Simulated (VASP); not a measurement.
# Se (P4/mmm) in VASP: single point with PBE

Aim: the single point of Se with PBE.

Everything below comes from runs of VASP 6.6.1. Logs are shortened: lines on timing, memory, paths and dates and some standing lists are left out, and cuts for length are marked.

## Step 1: The cell of the first run

The typed cell holds 1 atom: a = 2.827 Å, b = 2.827 Å, c = 2.836 Å, α = 90.00°, β = 90.00°, γ = 90.00°.

The cell was built from a structure type or drawn by symmetry, and may not be a known phase.

## Step 2: Single point, PBE

Contents of INCAR:

```
PREC = Accurate
ENCUT = 520
EDIFF = 1E-6
ISMEAR = 0
SIGMA = 0.1
LREAL = F
LASPH = T
NELM = 60
ALGO = Normal
ISIF = 2
LWAVE = F
LCHARG = F
GGA = PE
NBANDS = 9
```

Contents of KPOINTS:

```
regular mesh
0
Gamma
  18 18 22
```

Contents of POSCAR:

```
Se
1.0
    2.8274583981      0.0000000000      0.0000000000
    0.0000000000      2.8274583981      0.0000000000
    0.0000000000      0.0000000000      2.8364707750
Se
1
Direct
    0.0000000000      0.0000000000      0.0000000000
```

Potentials or basis: VASP PAW PBE potentials, release 64 (Se).

Started as:

```sh
$ cat potpaw_PBE.64/Se/POTCAR > POTCAR
$ mpirun -np 1 vasp_std > vasp.out
```

OUTCAR:

```text
PREC = Accurate
   ENCUT = 520
   EDIFF = 1E-6
   ISMEAR = 0
   LREAL = F
   LASPH = T
   NELM = 60
   ISIF = 2
   GGA = PE

 ion  position               nearest neighbor table
   1  0.000  0.000  0.000-

  LATTYP: Found a simple tetragonal cell.
 ALAT       =     2.8274583981
 C/A-ratio  =     1.0031874481

  Lattice vectors:

 A1 = (   2.8274583981,   0.0000000000,   0.0000000000)
 A2 = (   0.0000000000,   2.8274583981,   0.0000000000)
 A3 = (   0.0000000000,   0.0000000000,   2.8364707750)

Analysis of symmetry for initial positions (statically):
=====================================================================
 Subroutine PRICEL returns:
 Original cell was already a primitive cell.

 Routine SETGRP: Setting up the symmetry group for a
 simple tetragonal supercell.

 Subroutine GETGRP returns: Found 16 space group operations
 (whereof 16 operations were pure point group operations)
 out of a pool of 16 trial point group operations.

The static configuration has the point symmetry D_4h.

Analysis of symmetry for dynamics (positions and initial velocities):
=====================================================================
 Subroutine PRICEL returns:
 Original cell was already a primitive cell.

 Routine SETGRP: Setting up the symmetry group for a
 simple tetragonal supercell.

 Subroutine GETGRP returns: Found 16 space group operations
 (whereof 16 operations were pure point group operations)
 out of a pool of 16 trial point group operations.

The dynamic configuration has the point symmetry D_4h.

 Subroutine INISYM returns: Found 16 space group operations
 (whereof 16 operations are pure point group operations),
 and found     1 'primitive' translations

----------------------------------------------------------------------------------------

                                     Primitive cell

  volume of cell :      22.6762

  direct lattice vectors                    reciprocal lattice vectors
     2.827458398  0.000000000  0.000000000     0.353674523  0.000000000  0.000000000
     0.000000000  2.827458398  0.000000000     0.000000000  0.353674523  0.000000000
     0.000000000  0.000000000  2.836470775     0.000000000  0.000000000  0.352550786

  length of vectors
     2.827458398  2.827458398  2.836470775     0.353674523  0.353674523  0.352550786

  position of ions in fractional coordinates (direct lattice)
     0.000000000  0.000000000  0.000000000

  ion indices of the primitive-cell ions
   primitive index   ion index
                 1           1

----------------------------------------------------------------------------------------

 KPOINTS: regular mesh

Automatic generation of k-mesh.
 Grid dimensions read from file:
 generate k-points for:   18   18   22

 Generating k-lattice:

  Cartesian coordinates                     Fractional coordinates (reciprocal lattice)
     0.019648585  0.000000000  0.000000000     0.055555556  0.000000000  0.000000000
     0.000000000  0.019648585  0.000000000     0.000000000  0.055555556  0.000000000
     0.000000000  0.000000000  0.016025036     0.000000000  0.000000000  0.045454545

  Length of vectors
     0.019648585  0.019648585  0.016025036

  Shift w.r.t. Gamma in fractional coordinates (k-lattice)
     0.000000000  0.000000000  0.000000000

 Subroutine IBZKPT returns following result:
 ===========================================

 Found    660 irreducible k-points:

 Following reciprocal coordinates:
            Coordinates               Weight
  0.000000  0.000000  0.000000      1.000000
  0.055556  0.000000  0.000000      4.000000
  0.111111  0.000000  0.000000      4.000000
  0.166667  0.000000  0.000000      4.000000
  0.222222  0.000000  0.000000      4.000000
  0.277778  0.000000  0.000000      4.000000
[... 16 lines left out ...]
  0.277778  0.111111  0.000000      8.000000
  0.333333  0.111111  0.000000      8.000000
 [... further k-points ...]
   k-points           NKPTS =    660   k-points in BZ     NKDIM =    660   number of bands    NBANDS=      9
   number of dos      NEDOS =    301   number of ions     NIONS =      1
   total plane-waves  NPLWV =  13824
   dimension x,y,z NGX =    24 NGY =   24 NGZ =   24
   dimension x,y,z NGXF=    48 NGYF=   48 NGZF=   48
   ions per type =               1
   NGX,Y,Z   is equivalent  to a cutoff of  14.11, 14.11, 14.07 a.u.
   NGXF,Y,Z  is equivalent  to a cutoff of  28.22, 28.22, 28.13 a.u.
 SYSTEM =  unknown system
   PREC   = accura    normal or accurate (medium, high low for compatibility)
   ISTART =      0    job   : 0-new  1-cont  2-samecut
   ICHARG =      2    charge: 1-file 2-atom 10-const
   ISPIN  =      1    spin polarized calculation?
   LNONCOLLINEAR =      F non collinear calculations
   LSORBIT =      F    spin-orbit coupling
   LASPH  =      T    aspherical Exc in radial PAW
   ENCUT  =  520.0 eV  38.22 Ry    6.18 a.u.   5.26  5.26  5.27*2*pi/ulx,y,z
   NELM   =     60;   NELMIN=  2; NELMDL= -5     # of ELM steps
   EDIFF  = 0.1E-05   stopping-criterion for ELM
   LREAL  =      F    real-space projection
   EDIFFG = 0.1E-04   stopping-criterion for IOM
   NSW    =      0    number of steps for IOM
   IBRION =     -1    ionic relax: 0-MD 1-quasi-New 2-CG
   NFREE  =      0    steps in history (QN), initial steepest desc. (CG)
   ISIF   =      2    stress and relaxation
   ISYM   =      2    0-nonsym 1-usesym 2-fastsym
   POTIM  = 0.5000    time-step for ionic-motion
   TEBEG  =    0.0;   TEEND  =   0.0 temperature during run
   PSTRESS=    0.0 pullay stress
   NELECT =       6.0000    total number of electrons
   NUPDOWN=      -1.0000    fix difference up-down
   EMIN   =  10.00;   EMAX   =-10.00  energy-range for DOS
   EFERMI =   0.00;   METHOD = LEGACY
   ISMEAR =     0;   SIGMA  =   0.10  broadening in eV -4-tet -1-fermi 0-gaus
   EFERMI_NEDOS =   21; number of points for ismear=-14 and -15
   IALGO  =     38    algorithm
   IMIX   =      4    mixing-type and parameters
     AMIX     =   0.40;   BMIX     =  1.00
     AMIX_MAG =   1.60;   BMIX_MAG =  1.00
  volume/ion in A,a.u.               =      22.68       153.03
  Fermi-wavevector in a.u.,A,eV,Ry     =   1.050997  1.986097 15.028936  1.104596
  Thomas-Fermi vector in A             =   2.186023
   LORBIT       =      0    0 simple, 1 ext, 2 COOP (PROOUT), +10 PAW based schemes
   GGA     = PE    functional components
   LHFCALC =     F    Hartree Fock is set to
   AEXX    =    0.0000 exact exchange contribution
   IVDW    =     0    specifies the selected vdW correction
   LEPSILON=     F    determine dielectric tensor
   LRPA    =     F    only Hartree local field effects (RPA)
 non-spin polarized calculation
 Gauss-broadening in eV      SIGMA  =   0.10
  energy-cutoff  :      520.00
  volume of cell :       22.68
 maximum number of plane-waves:       624
 NGX is ok and might be reduce to    24
   NGX = 11   NGY = 11   NGZ = 11

 number of electron       5.9999999 magnetization

 Free energy of the ion-electron system (eV)
  ---------------------------------------------------
  ext. energy  EPLUGINS =         0.00000000
  ---------------------------------------------------
  free energy    TOTEN  =        -3.32670299 eV

  energy without entropy =       -3.32376253  energy(sigma->0) =       -3.32523276

 E-fermi :   4.6716     XC(G=0):  -9.9034

 val. band max:        4.6712594162   @ k =   0.3333   0.1667   0.1818
 cond. band min:       4.6721586312   @ k =   0.2778   0.0556   0.1364
 fundamental gap:      0.0008992150
 Fermi energy:         4.6716230095

 k-point     1 :       0.0000    0.0000    0.0000
  band No.  band energies     occupation
      1     -11.3532      2.00000
      2       5.9872      0.00000
      3       6.0658      0.00000
      4       6.0658      0.00000
      5      12.3927      0.00000
      6      12.4433      0.00000
      7      12.5199      0.00000
      8      26.7708      0.00000
      9      26.7726      0.00000

 k-point     2 :       0.0556    0.0000    0.0000
  band No.  band energies     occupation
      1     -11.3093      2.00000
      2       5.5658      0.00000
      3       6.0218      0.00000
      4       6.1004      0.00000
      5      12.4411      0.00000
      6      12.5322      0.00000
      7      13.0728      0.00000
      8      25.8165      0.00000
      9      25.8979      0.00000

 k-point     3 :       0.1111    0.0000    0.0000
  band No.  band energies     occupation
      1     -11.1793      2.00000
      2       4.4220      1.99959
      3       6.1236      0.00000
      4       6.2020      0.00000
      5      12.5787      0.00000
      6      12.6863      0.00000
      7      14.4841      0.00000
      8      24.3598      0.00000
      9      24.4451      0.00000

 k-point     4 :       0.1667    0.0000    0.0000
  band No.  band energies     occupation
      1     -10.9681      2.00000
      2       3.0764      2.00000
      3       6.2859      0.00000
      4       6.3639      0.00000
      5      12.7998      0.00000
      6      12.9428      0.00000
      7      16.2333      0.00000
      8      22.9280      0.00000
      9      23.0161      0.00000

 k-point     5 :       0.2222    0.0000    0.0000
  band No.  band energies     occupation
      1     -10.6854      2.00000
      2       1.7323      2.00000
      3       6.4966      0.00000
      4       6.5742      0.00000
      5      13.0941      0.00000
      6      13.3041      0.00000
      7      17.9759      0.00000
      8      21.6097      0.00000
      9      21.6998      0.00000

 k-point     6 :       0.2778    0.0000    0.0000
  band No.  band energies     occupation
      1     -10.3481      2.00000
      2       0.4831      2.00000
      3       6.7374      0.00000
      4       6.8144      0.00000
      5      13.4459      0.00000
      6      13.7685      0.00000
      7      19.1740      0.00000
      8      20.4480      0.00000
      9      20.5397      0.00000
[... 169 lines left out ...]
 k-point    21 :       0.1667    0.1111    0.0000
  band No.  band energies     occupation
      1     -10.7944      2.00000
      2       3.2333      2.00000
      3       4.7540      0.24407
      4       6.4207      0.00000
      5      13.0195      0.00000
      6      14.8046      0.00000
      7      16.3353      0.00000
      8      20.9585      0.00000
      9      23.0105      0.00000

 k-point    22 :       0.2222    0.1111    0.0000
  band No.  band energies     occupation
      1     -10.5119      2.00000
      2       1.8935      2.00000
      3       4.9912      0.00001
      4       6.6302      0.00000
      5      13.3395      0.00000
      6      15.0215      0.00000
      7      17.7409      0.00000
      8      20.1548      0.00000
      9      21.7477      0.00000

 k-point    23 :       0.2778    0.1111    0.0000
  band No.  band energies     occupation
      1     -10.1749      2.00000
      2       0.6472      2.00000
      3       5.2666      0.00000
      4       6.8695      0.00000
      5      13.7312      0.00000
      6      15.2195      0.00000
      7      17.8039      0.00000
      8      20.5474      0.00000
      9      20.6056      0.00000

 k-point    24 :       0.3333    0.1111    0.0000
  band No.  band energies     occupation
      1      -9.8120      2.00000
      2      -0.4428      2.00000
      3       5.5522      0.00000
      4       7.1126      0.00000
      5      14.1652      0.00000
      6      15.2827      0.00000
      7      17.3602      0.00000
      8      19.6475      0.00000
      9      20.6050      0.00000

 [... further k-points ...]
[... 5 lines left out ...]
  --------------------------------------------------------------------------------------
  -------------------------------------------------------------------------------------
  Total        0.0074983      0.0074983      0.0077113      0.0000000      0.0000000     -0.0000000
  in kB        0.5297864      0.5297864      0.5448414      0.0000000      0.0000000     -0.0000000
  external PRESSURE =       0.5348047 kB  Pullay stress =       0.0000000 kB

 VOLUME and BASIS-vectors are now :
 -----------------------------------------------------------------------------
  energy-cutoff  :      520.00
  volume of cell :       22.68
      direct lattice vectors                 reciprocal lattice vectors
     2.827458398  0.000000000  0.000000000     0.353674523  0.000000000  0.000000000
     0.000000000  2.827458398  0.000000000     0.000000000  0.353674523  0.000000000
     0.000000000  0.000000000  2.836470775     0.000000000  0.000000000  0.352550786

 POSITION                                       TOTAL-FORCE (eV/Angst)
 -----------------------------------------------------------------------------------
      0.00000      0.00000      0.00000         0.000000      0.000000      0.000000
 -----------------------------------------------------------------------------------
    total drift:                               -0.000000     -0.000000      0.000000

  FREE ENERGIE OF THE ION-ELECTRON SYSTEM (eV)
  ---------------------------------------------------
  free  energy   TOTEN  =        -3.3267029920 eV

  energy  without entropy=       -3.3237625269  energy(sigma->0) =       -3.32523276
```

Run time: 41 s. Hardware: 1 thread of AMD EPYC 9R45 (Zen 5), shared host; peak memory 0.21 GiB.

Results:

```
Free energy            : -3.3267 eV
Pressure               : 0.1 GPa
Band gap on the k mesh : zero (bands 3 and 4 overlap by 6.06 eV)
```
